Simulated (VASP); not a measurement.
Set up this calculation in VASP 6.6.1, as the native input.

| Quantity | Value |
| --- | --- |
| Task | single point |
| Functional | r2SCAN |
| Potentials or basis | VASP PAW PBE potentials, release 64 (Sn_d, Te) |
| Cutoff | 520 eV |
| k mesh | 8 × 8 × 8 |
| Occupations | fermi-dirac, width 0.02 eV |
| Spin | non-collinear spin, zero start, spin-orbit coupling |
| Starting moments | [[0.0, 0.0, 0.0], [0.0, 0.0, 0.0]] μB |
| Dipole correction | no |
| Further INCAR settings | ALGO = Normal; EDIFF = 1e-06; NBANDS = 32 |

SnTe:

```
CELL_PARAMETERS angstrom
0.00000 3.18933 3.18933
3.18933 0.00000 3.18933
3.18933 3.18933 0.00000
ATOMIC_POSITIONS crystal
Sn 0.00000 0.00000 0.00000
Te 0.50000 0.50000 0.50000
```

One way to write it, as run:

POSCAR

```
SnTe
1.0
    0.0000000000      3.1893303454      3.1893303454
    3.1893303454      0.0000000000      3.1893303454
    3.1893303454      3.1893303454      0.0000000000
Sn Te
1 1
Direct
    0.0000000000      0.0000000000      0.0000000000
    0.5000000000      0.5000000000      0.5000000000
```

INCAR.step1

```
SYSTEM = SnTe
ALGO = Normal ; EDIFF = 1E-4
ENCUT = 520 ; GGA = PE
GGA_COMPAT = .False. ; ISMEAR = -1
LASPH = .True. ; LCHARG = .False.
LNONCOLLINEAR = .True. ; LREAL = .False.
LSORBIT = .True. ; LWAVE = .True.
MAGMOM = 0 0 0 0 0 0 ; NBANDS = 32
NELM = 150 ; PREC = Accurate
SIGMA = 0.02
```

INCAR.step2

```
SYSTEM = SnTe
ALGO = Normal ; EDIFF = 1E-6
ENCUT = 520 ; GGA_COMPAT = .False.
ISIF = 2 ; ISMEAR = -1
ISTART = 1 ; LASPH = .True.
LCHARG = .False. ; LMIXTAU = .True.
LNONCOLLINEAR = .True. ; LORBIT = 11
LORBMOM = .True. ; LREAL = .False.
LSORBIT = .True. ; LWAVE = .False.
MAGMOM = 0 0 0 0 0 0 ; METAGGA = R2SCAN
NBANDS = 32 ; NELM = 150
PREC = Accurate ; SIGMA = 0.02
```

KPOINTS

```
k-points
0
Gamma
  8 8 8
  0 0 0
```

Potentials or basis: VASP PAW PBE potentials, release 64 (Sn_d, Te).

Launch:

```bash
$ cat potpaw_PBE.64/Sn_d/POTCAR potpaw_PBE.64/Te/POTCAR > POTCAR
$ cp INCAR.step1 INCAR
$ mpirun -np 1 vasp_ncl > vasp.out
$ cp INCAR.step2 INCAR
$ mpirun -np 1 vasp_ncl > vasp.out
```

It gave:

| Quantity | Value |
| --- | --- |
| Pressure | -0.2 GPa |
| Net moment | 0.00 μB per cell |
| Valence electrons inside the program's atomic spheres | Sn 12.06; Te 3.41 |

Caveat: the PAW data sets were made with another functional, which shifts forces and pressure a little.

Wall time 11 min on 1 thread of Intel(R) Xeon(R) Platinum 8259CL CPU @ 2.50GHz (Skylake/Cascade Lake), with other jobs on the host, peak memory 0.49 GiB.
